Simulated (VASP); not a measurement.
A run of VASP 6.6.1 is set up as follows.

Contents of POSCAR:

```
SiGe
1.0
    3.8653338675      0.0000000000      0.0000000000
   -1.9326669337      3.3474773233      0.0000000000
    0.0000000000      0.0000000000      6.4708892850
Si Ge
2 2
Direct
    0.6666666667      0.3333333333      0.8736556936
    0.3333333333      0.6666666667      0.3736556936
    0.6666666667      0.3333333333      0.5013433064
    0.3333333333      0.6666666667      0.0013433064
```

INCAR.step1

```
SYSTEM = SiGe
  PREC = Accurate
  ENCUT = 520
  ISMEAR = 0
  SIGMA = 0.02
  LREAL = .FALSE.
  LASPH = .TRUE.
  NELM = 100
  NBANDS = 26
  GGA = PE
  ALGO = Normal
  EDIFF = 1E-4
  LWAVE = .TRUE.
  LCHARG = .FALSE.
```

The input INCAR.step2:

```
SYSTEM = SiGe
  PREC = Accurate
  ENCUT = 520
  EDIFF = 1E-6
  ISMEAR = 0
  SIGMA = 0.02
  LREAL = .FALSE.
  LASPH = .TRUE.
  NELM = 100
  ALGO = Normal
  ISIF = 2
  LWAVE = .FALSE.
  LCHARG = .FALSE.
  METAGGA = R2SCAN
  LMIXTAU = .TRUE.
  NBANDS = 26
  ISTART = 1
```

The input KPOINTS:

```
regular mesh
0
G
  12 12 4
  0 0 0
```

Potentials or basis: VASP PAW PBE potentials, release 64 (Si, Ge_d).

The run is started by

```bash
$ cat potpaw_PBE.64/Si/POTCAR potpaw_PBE.64/Ge_d/POTCAR > POTCAR
$ cp INCAR.step1 INCAR
$ mpirun -np 1 vasp_std > vasp.out
$ cp INCAR.step2 INCAR
$ mpirun -np 1 vasp_std > vasp.out
```

Q: Predict the pressure.

A: 1.5 GPa.

Q: Estimate the band gap on the k mesh.

A: 0.68 eV (least direct gap 0.97 eV).

Stress tensor (GPa, compression positive):
```
 2.21  0.00  0.00
 0.00  2.21  0.00
 0.00  0.00 -0.05
```

Caveat: the PAW data sets were made with another functional, which shifts forces and pressure a little. A k mesh can miss the band edges.
